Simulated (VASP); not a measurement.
Set up this calculation in VASP 6.6.1, as the native input.

| Property | Result |
| --- | --- |
| Task | single point |
| Functional | PBE |
| Potentials or basis | VASP PAW PBE potentials, release 64 (Zn, Se) |
| Cutoff | 500 eV |
| k mesh | 6 × 6 × 6 |
| Occupations | gaussian, width 0.05 eV |
| Spin | no spin polarisation |
| Dipole correction | no |
| Further INCAR settings | ALGO = Normal; EDIFF = 1e-06; NBANDS = 16 |

The structure of ZnSe lies in POSCAR:

```
ZnSe
1.0
    0.0000000000      2.8471276398      2.8471276398
    2.8471276398      0.0000000000      2.8471276398
    2.8471276398      2.8471276398      0.0000000000
Zn Se
1 1
Direct
    0.0000000000      0.0000000000      0.0000000000
    0.2500000000      0.2500000000      0.2500000000
```

The input as run:

INCAR

```
PREC = Accurate ; ENCUT = 500
EDIFF = 1E-6 ; ISMEAR = 0
SIGMA = 0.05 ; LREAL = False
LASPH = True ; NELM = 120
ALGO = Normal ; ISIF = 2
LWAVE = False ; LCHARG = False
GGA = PE ; NBANDS = 16
GGA_COMPAT = False
```

KPOINTS

```
regular mesh
0
Gamma
  6 6 6
```

Potentials or basis: VASP PAW PBE potentials, release 64 (Zn, Se).

Launch:

```bash
$ cat potpaw_PBE.64/Zn/POTCAR potpaw_PBE.64/Se/POTCAR > POTCAR
$ mpirun -np 1 vasp_std > vasp.out
```

It gave:

- Pressure: 1.4 GPa
- Band gap on the k mesh: 1.23 eV

It took 16 s on 1 thread of Intel(R) Xeon(R) Platinum 8259CL CPU @ 2.50GHz (Skylake/Cascade Lake), with other jobs on the host, peak memory 0.17 GiB.
